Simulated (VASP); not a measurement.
# Si48C49 (a cell with a defect) in VASP: single point with PBEsol

Aim: the single point of Si48C49 (a cell with a defect) with PBEsol.

Everything below comes from runs of VASP 6.6.1. Logs are shortened: lines on timing, memory, paths and dates and some standing lists are left out, and cuts for length are marked.

## Step 1: The cell of the first run

The cell holds a defect, 97 atoms: a = 9.234 Å, b = 10.663 Å, c = 10.076 Å, α = 90.00°, β = 90.00°, γ = 90.00°.

## Step 2: Single point, PBEsol

Input file INCAR:

```
ALGO = Normal ; EDIFF = 1E-6
ENCUT = 520 ; GGA = PS
GGA_COMPAT = F ; ISIF = 2
ISMEAR = -1 ; ISYM = -1
LASPH = T ; LCHARG = F
LREAL = Auto ; LWAVE = F
NBANDS = 248 ; NELECT = 390.0
NELM = 120 ; PREC = Accurate
SIGMA = 0.05
```

Input file KPOINTS:

```
explicit points
1
Reciprocal
  0.25000000   0.25000000   0.25000000 1
```

Input file POSCAR:

```
Si48C49
1.0
    9.2342040000      0.0000000000      0.0000000000
    0.0000000000     10.6627400000      0.0000000000
    0.0000000000      0.0000000000     10.0759470000
Si C
48 49
Direct
    0.9988080000      0.9983670000      0.4984330000
    0.3338400000      0.9999510000      0.4990540000
    0.1675790000      0.2462120000      0.5003900000
    0.0001090000      0.4964680000      0.4980750000
    0.6641550000      0.9997230000      0.4988920000
    0.4991080000      0.2513970000      0.4990080000
    0.3297430000      0.4988910000      0.4991350000
    0.1706760000      0.7559200000      0.5126360000
    0.8303840000      0.2474680000      0.4993520000
    0.6678220000      0.4991420000      0.4984780000
    0.4991770000      0.7482330000      0.4994080000
    0.8290260000      0.7551660000      0.5115440000
    0.9982690000      0.1673950000      0.2503110000
    0.3312910000      0.1675030000      0.2502660000
    0.1598760000      0.4223510000      0.2518720000
    0.9980980000      0.6602160000      0.2105810000
    0.6644640000      0.1667590000      0.2498490000
    0.4978220000      0.4185870000      0.2496820000
    0.3248070000      0.6669360000      0.2515670000
    0.1647580000      0.9163390000      0.2483750000
    0.8349880000      0.4197430000      0.2493870000
    0.6689260000      0.6670140000      0.2506660000
    0.4981160000      0.9155680000      0.2501890000
    0.8316590000      0.9157240000      0.2482660000
    0.1657450000      0.0819220000      0.7505470000
    0.9982560000      0.3280540000      0.7482600000
    0.4986920000      0.0846350000      0.7497340000
    0.3310380000      0.3333570000      0.7494860000
    0.1646610000      0.5830600000      0.7473980000
    0.9986580000      0.8338610000      0.7503180000
    0.8315070000      0.0820850000      0.7498490000
    0.6659740000      0.3335250000      0.7491640000
    0.4984570000      0.5831120000      0.7498350000
    0.3363660000      0.8349170000      0.7533070000
    0.8320620000      0.5827770000      0.7473860000
    0.6616040000      0.8347110000      0.7528640000
    0.9982610000      0.9991370000      0.0008100000
    0.3329100000      0.0000530000      0.0015530000
    0.1646880000      0.2487880000      0.0012520000
    0.9980030000      0.4930580000      0.9864130000
    0.6640000000      0.9998690000      0.0010250000
    0.4982150000      0.2510420000      0.0002150000
    0.3302020000      0.5003540000      0.0003730000
    0.1677200000      0.7520230000      0.9932150000
    0.8316160000      0.2485090000      0.0004920000
    0.6659650000      0.5002840000      0.9999930000
    0.4983880000      0.7494960000      0.0032240000
    0.8288500000      0.7514750000      0.9934930000
    0.9979920000      0.0007560000      0.1879510000
    0.3323470000      0.0008470000      0.1882320000
    0.1649530000      0.2508020000      0.1884960000
    0.9970830000      0.4883080000      0.1644460000
    0.6640120000      0.0000490000      0.1878200000
    0.4979670000      0.2511630000      0.1874380000
    0.3301400000      0.5010320000      0.1875560000
    0.1669840000      0.7549010000      0.1768490000
    0.8305570000      0.2495450000      0.1877430000
    0.6654400000      0.5007870000      0.1873670000
    0.4975050000      0.7486130000      0.1900970000
    0.8285200000      0.7531990000      0.1774220000
    0.9986250000      0.9995990000      0.6864890000
    0.3332220000      0.0003290000      0.6872320000
    0.1664070000      0.2470220000      0.6872120000
    0.9980610000      0.4941630000      0.6901940000
    0.6641630000      0.0001500000      0.6868930000
    0.4985850000      0.2509710000      0.6870810000
    0.3319610000      0.4996220000      0.6865890000
    0.1711190000      0.7538390000      0.6976350000
    0.8304730000      0.2473370000      0.6863780000
    0.6648610000      0.4997510000      0.6861180000
    0.4987020000      0.7494690000      0.6869990000
    0.8268960000      0.7534420000      0.6965240000
    0.9986320000      0.1651140000      0.4384170000
    0.3346470000      0.1651950000      0.4378290000
    0.1686650000      0.4092630000      0.4409820000
    0.0003300000      0.6795740000      0.4913120000
    0.6633300000      0.1653890000      0.4375130000
    0.4989540000      0.4181450000      0.4372260000
    0.3295000000      0.6672170000      0.4397510000
    0.1677740000      0.9180380000      0.4370930000
    0.8303160000      0.4114210000      0.4384960000
    0.6688470000      0.6670770000      0.4391390000
    0.4988940000      0.9148900000      0.4381780000
    0.8301880000      0.9173420000      0.4367750000
    0.1657670000      0.0817160000      0.9386800000
    0.9982140000      0.3255350000      0.9326710000
    0.4984050000      0.0846110000      0.9379670000
    0.3309390000      0.3332760000      0.9379450000
    0.1653640000      0.5830820000      0.9345450000
    0.9981820000      0.8341400000      0.9366440000
    0.8309490000      0.0817350000      0.9380640000
    0.6654560000      0.3332330000      0.9376610000
    0.4981930000      0.5831410000      0.9382420000
    0.3363640000      0.8349710000      0.9385550000
    0.8307620000      0.5828850000      0.9342130000
    0.6609810000      0.8347850000      0.9379910000
    0.0097360000      0.6108590000      0.3686340000
```

Potentials or basis: VASP PAW PBE potentials, release 64 (Si, C).

Command:

```bash
cat potpaw_PBE.64/Si/POTCAR potpaw_PBE.64/C/POTCAR > POTCAR
mpirun -np 1 vasp_std > vasp.out
```

OUTCAR:

```text
EDIFF = 1E-6
   ENCUT = 520
   GGA = PS
   ISIF = 2
   ISMEAR = -1
   ISYM = -1
   LASPH = T
   LREAL = Auto
   NELECT = 390.0
   NELM = 120
   PREC = Accurate

 ion  position               nearest neighbor table
   1  0.999  0.998  0.498-  73 1.88  80 1.88  84 1.89  61 1.89  12 3.03   8 3.04   3 3.07  20 3.08
                             9 3.08  13 3.08  24 3.08  30 3.09   5 3.09   2 3.09  31 3.10  25 3.10
   2  0.334  1.000  0.499-  74 1.87  80 1.87  83 1.88  62 1.90   8 3.01   3 3.04   5 3.05  23 3.07
                            14 3.08  27 3.08   6 3.09  11 3.09   1 3.09  25 3.10  20 3.10  34 3.11
   3  0.168  0.246  0.500-  75 1.84  74 1.88  63 1.88  73 1.89   2 3.04  14 3.06   6 3.06   1 3.07
                            25 3.07  28 3.07  26 3.07  13 3.08   7 3.08   4 3.08   9 3.11  15 3.13
   4  0.000  0.496  0.498-  97 1.79  75 1.90  81 1.91  64 1.94  76 1.95  15 2.99   7 3.04  21 3.05
                            10 3.07  29 3.08   9 3.08   3 3.08  35 3.09  26 3.10
   5  0.664  1.000  0.499-  77 1.87  84 1.87  83 1.88  65 1.89  12 3.02   2 3.05   9 3.06  23 3.07
                            17 3.08  11 3.08   6 3.09  27 3.09   1 3.09  31 3.09  24 3.09  36 3.11
   6  0.499  0.251  0.499-  77 1.88  74 1.88  78 1.88  66 1.90   9 3.06   3 3.06  10 3.07   7 3.07
                            17 3.07  14 3.08  18 3.08  32 3.08   2 3.09   5 3.09  28 3.09  27 3.09
   7  0.330  0.499  0.499-  75 1.86  67 1.89  78 1.89  79 1.89   4 3.04  15 3.06  29 3.06   6 3.07
                            19 3.07  18 3.08  28 3.08   3 3.08  11 3.08  33 3.10   8 3.11  10 3.12
   8  0.171  0.756  0.513-  76 1.78  68 1.86  80 1.89  79 1.89  97 2.59  34 2.99  30 2.99  29 3.00
                             2 3.01   1 3.04  11 3.04   7 3.11  19 3.14
   9  0.830  0.247  0.499-  81 1.85  77 1.88  69 1.88  73 1.89   5 3.06   6 3.06  17 3.07  13 3.07
                            26 3.07  10 3.07   1 3.08  31 3.08  32 3.08   4 3.08   3 3.11  21 3.12
  10  0.668  0.499  0.498-  81 1.87  78 1.89  82 1.89  70 1.89  35 3.06  21 3.07   6 3.07   4 3.07
                            22 3.07   9 3.07  11 3.08  18 3.08  32 3.08  33 3.11  12 3.11   7 3.12
  11  0.499  0.748  0.499-  83 1.88  79 1.89  82 1.89  71 1.89   8 3.04  12 3.05  33 3.08  10 3.08
                            22 3.08  23 3.08   5 3.08   7 3.08   2 3.09  19 3.10  36 3.10  34 3.11
  12  0.829  0.755  0.512-  76 1.79  72 1.86  84 1.89  82 1.90  30 2.99  36 3.00  35 3.00   5 3.02
                             1 3.03  11 3.05  10 3.11
  13  0.998  0.167  0.250-  51 1.88  49 1.88  57 1.89  73 1.90  39 3.07   9 3.07  45 3.07  14 3.08
                             1 3.08   3 3.08  17 3.08  21 3.08  20 3.09  37 3.09  24 3.09  15 3.10
  14  0.331  0.168  0.250-  51 1.88  50 1.88  54 1.89  74 1.89   3 3.06  39 3.07  13 3.08  17 3.08
                            38 3.08   2 3.08   6 3.08  42 3.09  18 3.09  20 3.09  23 3.10  15 3.14
  15  0.160  0.422  0.252-  52 1.88  55 1.90  75 1.91  51 1.94  16 2.97   4 2.99  21 3.00  19 3.02
                             7 3.06  43 3.10  13 3.10  18 3.12   3 3.13  39 3.13  14 3.14
  16  0.998  0.660  0.211-  97 1.68  60 1.88  56 1.89  52 1.89  48 2.86  44 2.87  40 2.88  15 2.97
                            21 3.00  19 3.05  22 3.07
  17  0.664  0.167  0.250-  57 1.88  53 1.88  54 1.89  77 1.89   9 3.07   6 3.07  41 3.07  45 3.07
[... 31 lines left out ...]
  33  0.498  0.583  0.750-  71 1.88  67 1.89  70 1.89  93 1.90  34 3.07  11 3.08  36 3.08  32 3.08
                            28 3.08  35 3.08  29 3.08  46 3.09  43 3.09   7 3.10  10 3.11  47 3.11
  34  0.336  0.835  0.753-  68 1.84  94 1.87  71 1.88  62 1.89   8 2.99  36 3.00  44 3.01  27 3.06
                            38 3.06  47 3.07  25 3.07  33 3.07  11 3.11   2 3.11  30 3.12  29 3.12
  35  0.832  0.583  0.747-  95 1.88  70 1.88  64 1.89  72 1.89  12 3.00  40 3.01  10 3.06  48 3.06
                            32 3.07  29 3.07  33 3.08  30 3.09   4 3.09  46 3.10  36 3.11  26 3.12
  36  0.662  0.835  0.753-  72 1.84  96 1.87  71 1.88  65 1.89  34 3.00  12 3.00  48 3.01  41 3.06
                            27 3.06  31 3.07  47 3.08  33 3.08  11 3.10   5 3.11  30 3.11  35 3.11
  37  0.998  0.999  0.001-  90 1.87  49 1.89  85 1.89  91 1.89  20 3.06  24 3.06  44 3.07  48 3.07
                            45 3.07  39 3.07  30 3.08  41 3.09  25 3.09  13 3.09  31 3.09  38 3.09
  38  0.333  0.000  0.002-  94 1.87  50 1.88  85 1.88  87 1.89  44 3.05  41 3.06  34 3.06  20 3.06
                            23 3.07  39 3.07  14 3.08  47 3.08  42 3.08  25 3.09  37 3.09  27 3.10
[... 319 lines left out ...]
   IBRION =     -1    ionic relax: 0-MD 1-quasi-New 2-CG
   NFREE  =      0    steps in history (QN), initial steepest desc. (CG)
   ISIF   =      2    stress and relaxation
   ISYM   =     -1    0-nonsym 1-usesym 2-fastsym
   POTIM  = 0.5000    time-step for ionic-motion
   TEBEG  =    0.0;   TEEND  =   0.0 temperature during run
   PSTRESS=    0.0 pullay stress
   NELECT =     390.0000    total number of electrons
   NUPDOWN=      -1.0000    fix difference up-down
   EMIN   =  10.00;   EMAX   =-10.00  energy-range for DOS
   EFERMI =   0.00;   METHOD = LEGACY
   ISMEAR =    -1;   SIGMA  =   0.05  broadening in eV -4-tet -1-fermi 0-gaus
   EFERMI_NEDOS =   21; number of points for ismear=-14 and -15
   IALGO  =     38    algorithm
   IMIX   =      4    mixing-type and parameters
     AMIX     =   0.40;   BMIX     =  1.00
     AMIX_MAG =   1.60;   BMIX_MAG =  1.00
  volume/ion in A,a.u.               =      10.23        69.02
  Fermi-wavevector in a.u.,A,eV,Ry     =   1.199255  2.266264 19.568080  1.438213
  Thomas-Fermi vector in A             =   2.335123
   LORBIT       =      0    0 simple, 1 ext, 2 COOP (PROOUT), +10 PAW based schemes
   GGA     = PS    functional components
   LHFCALC =     F    Hartree Fock is set to
   AEXX    =    0.0000 exact exchange contribution
   IVDW    =     0    specifies the selected vdW correction
   LEPSILON=     F    determine dielectric tensor
   LRPA    =     F    only Hartree local field effects (RPA)
 non-spin polarized calculation
  energy-cutoff  :      520.00
  volume of cell :      992.10
 maximum number of plane-waves:     26706
 NGX is ok and might be reduce to    70
   NGX = 35   NGY = 39   NGZ = 37

 number of electron     390.0000008 magnetization

 Free energy of the ion-electron system (eV)
  ---------------------------------------------------
  ext. energy  EPLUGINS =         0.00000000
  ---------------------------------------------------
  free energy    TOTEN  =      -747.21151082 eV

  energy without entropy =     -747.21067751  energy(sigma->0) =     -747.21109417

 E-fermi :  10.3229     XC(G=0): -11.5674

 val. band max:        9.9396957192   @ k =   0.2500   0.2500   0.2500
 cond. band min:      10.7101067146   @ k =   0.2500   0.2500   0.2500
 fundamental gap:      0.7704109954
 Fermi energy:        10.3228542794

 k-point     1 :       0.2500    0.2500    0.2500
  band No.  band energies     occupation
      1      -7.2143      2.00000
      2      -6.7263      2.00000
      3      -6.5987      2.00000
      4      -6.4914      2.00000
      5      -6.1427      2.00000
      6      -5.9867      2.00000
[... 199 lines left out ...]
    206      11.8391      0.00000
    207      11.8814      0.00000
 [bands above 207 left out]

------------------------ aborting loop because EDIFF is reached ----------------------------------------

  FORCE on cell =-STRESS in cart. coord.  units (eV):
  Direction    XX          YY          ZZ          XY          YZ          ZX
  --------------------------------------------------------------------------------------
  -------------------------------------------------------------------------------------
  Total       26.7760981     41.4956414     58.1045108      4.2660635     -0.1892856      3.1553371
  in kB       43.2417951     67.0129761     93.8353057      6.8894370     -0.3056850      5.0956804
  external PRESSURE =      68.0300256 kB  Pullay stress =       0.0000000 kB

 VOLUME and BASIS-vectors are now :
 -----------------------------------------------------------------------------
  energy-cutoff  :      520.00
  volume of cell :      992.10
      direct lattice vectors                 reciprocal lattice vectors
     9.234204000  0.000000000  0.000000000     0.108293037  0.000000000  0.000000000
     0.000000000 10.662740000  0.000000000     0.000000000  0.093784524  0.000000000
     0.000000000  0.000000000 10.075947000     0.000000000  0.000000000  0.099246254

 POSITION                                       TOTAL-FORCE (eV/Angst)
 -----------------------------------------------------------------------------------
      9.22320     10.64533      5.02218         0.001441     -0.001164      0.003325
      3.08275     10.66222      5.02844         0.006057     -0.000897      0.003533
      1.54746      2.62529      5.04190        -0.003087     -0.005247      0.002948
      0.00101      5.29371      5.01858         0.000337     -0.025835      0.029260
      6.13294     10.65979      5.02681        -0.001083     -0.004403      0.003996
      4.60887      2.68058      5.02798        -0.001938      0.004835      0.003413
[... 89 lines left out ...]
      6.10363      8.90110      9.45115        -0.005405     -0.001080     -0.006555
      0.08990      6.51343      3.71434         0.006542     -0.014340     -0.044157
 -----------------------------------------------------------------------------------
    total drift:                               -0.056132      0.027433      0.007799

  FREE ENERGIE OF THE ION-ELECTRON SYSTEM (eV)
  ---------------------------------------------------
  free  energy   TOTEN  =      -747.2115108250 eV

  energy  without entropy=     -747.2106775098  energy(sigma->0) =     -747.21109417
```

It took 9.9 min on 1 thread of Intel Xeon Platinum 8259CL at 2.50GHz (Skylake/Cascade Lake), shared host; peak memory 0.92 GiB.

What came out:

| Property | Result |
| --- | --- |
| Free energy | -747.2115 eV |
| Largest force | 0.047 eV/Å |

Forces in eV/Å, atoms in the order of the input:
```
Si   0.001 -0.001  0.003
Si   0.006 -0.001  0.004
Si  -0.003 -0.005  0.003
Si   0.000 -0.026  0.029
Si  -0.001 -0.004  0.004
Si  -0.002  0.005  0.003
Si  -0.001 -0.004 -0.003
Si   0.020  0.011  0.003
Si   0.000 -0.002  0.003
Si  -0.003 -0.007  0.004
Si   0.003  0.004  0.003
Si  -0.014  0.007  0.001
Si  -0.002 -0.003 -0.003
Si   0.002  0.001 -0.001
Si   0.005 -0.003 -0.004
Si   0.001  0.016 -0.023
Si   0.000 -0.001 -0.003
Si  -0.010  0.000  0.000
Si   0.000 -0.005 -0.008
Si  -0.002  0.005 -0.001
Si  -0.001  0.002  0.003
Si  -0.001  0.000 -0.001
Si   0.002  0.000  0.000
Si   0.002 -0.001  0.000
Si  -0.002 -0.004  0.003
Si  -0.002 -0.007 -0.001
Si  -0.001  0.001  0.001
Si   0.001  0.001 -0.001
Si   0.003  0.001  0.005
Si  -0.003  0.003  0.002
Si   0.006 -0.001  0.004
Si   0.000  0.000  0.002
Si  -0.001  0.001  0.003
Si   0.005  0.004 -0.001
Si  -0.002  0.000  0.001
Si  -0.002  0.004  0.003
Si  -0.001  0.000  0.004
Si  -0.002  0.001  0.002
Si   0.001 -0.004  0.002
Si  -0.004  0.006 -0.011
Si   0.000  0.003  0.000
Si   0.001  0.000  0.001
Si   0.002  0.002  0.004
Si   0.001 -0.002 -0.007
Si   0.000 -0.003  0.004
Si  -0.001  0.001  0.001
Si   0.000 -0.002  0.005
Si   0.004 -0.005 -0.005
C   -0.005  0.003  0.002
C    0.003 -0.002  0.001
C   -0.002  0.007 -0.005
C    0.000  0.000  0.005
C    0.001  0.002 -0.006
C   -0.005  0.004  0.000
C    0.005  0.000  0.000
C   -0.006  0.001  0.010
C    0.005  0.001  0.001
C   -0.003 -0.001  0.004
C   -0.008 -0.004 -0.009
C    0.008 -0.003 -0.007
C    0.000  0.000 -0.002
C    0.004 -0.002 -0.002
C   -0.001  0.000  0.002
C   -0.003 -0.002 -0.020
C    0.002 -0.001  0.002
C    0.000  0.001  0.000
C    0.001  0.000 -0.005
C    0.000  0.005  0.007
C    0.008  0.000 -0.002
C   -0.001  0.002  0.007
C   -0.003  0.000 -0.003
C   -0.007  0.002  0.007
C   -0.008  0.003  0.000
C    0.000  0.000 -0.002
C   -0.005 -0.003 -0.005
C   -0.010  0.012  0.035
C    0.003  0.002  0.000
C    0.000  0.008  0.006
C   -0.003  0.007 -0.005
C    0.004 -0.005 -0.002
C    0.010  0.004  0.000
C    0.007  0.004 -0.002
C   -0.005 -0.001 -0.001
C    0.004 -0.004  0.000
C    0.009  0.001  0.004
C   -0.004  0.005  0.004
C   -0.005 -0.003 -0.002
C    0.005 -0.003 -0.001
C   -0.006  0.000 -0.001
C   -0.006 -0.004  0.003
C   -0.003 -0.008 -0.007
C    0.007  0.008 -0.002
C   -0.006 -0.003 -0.002
C    0.000 -0.001  0.000
C    0.010 -0.004  0.006
C   -0.005 -0.001 -0.007
C    0.007 -0.014 -0.044
```

Levels at points of the mesh, in eV from the Fermi level:
```csv
k point,band 192,band 193,band 194,band 195,band 196,band 197,band 198,band 199
"(0.25, 0.25, 0.25)",-2.38,-2.07,-0.64,-0.38,0.39,0.51,0.70,0.81
```

Caveat: the cell carries a net charge on a neutralising background, which shifts energy and pressure; the cell is charged against a uniform background, so pressure and absolute levels hang on convention; the PAW data sets were made with another functional, which shifts forces and pressure a little.
